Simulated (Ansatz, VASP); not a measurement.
ZnCl3: VASP beside Ansatz

```
Zn Cl
1.0
     0.00000    3.70351    3.70351
     3.70351    0.00000    3.70351
     3.70351    3.70351    0.00000
Zn Cl
1 3
Cartesian
  0.0000 0.0000 0.0000
  1.8518 1.8518 1.8518
  5.5553 5.5553 5.5553
  3.7035 3.7035 3.7035
```

Change from the starting cell: species swapped into the ScZn3 type (Fm-3m, No. 225).

Alike in both runs: task relaxation of cell and atoms; functional PBE; k mesh 4 × 4 × 4; occupations gaussian, width 0.1 eV; no spin polarisation.

```csv
,VASP,Ansatz
version,VASP 6.6.1,Ansatz 0.2.0
potentials or method,"VASP PAW PBE potentials, release 64 (Zn, Cl), cutoff 600 eV","scalar-relativistic, plane waves, PAW"
valence electrons in the cell,33,33
```

```tsv
	VASP	Ansatz	Ansatz less VASP
gap on the k mesh at the Fermi level, each at its own relaxed structure (eV)	none	none	-
relaxed volume (Å³/atom)	19.83	19.93	+0.099
relaxed length of the cell vector where the two differ most in proportion (Å)	4.823	4.831	+0.0080
```

A gap of «none» marks a metal or a gap that the smearing closes.

The k mesh is coarse, so the values compare programs but aren't converged. Noted on VASP's run: the volume moved by over 15 % at a fixed basis, so the end points are rough.
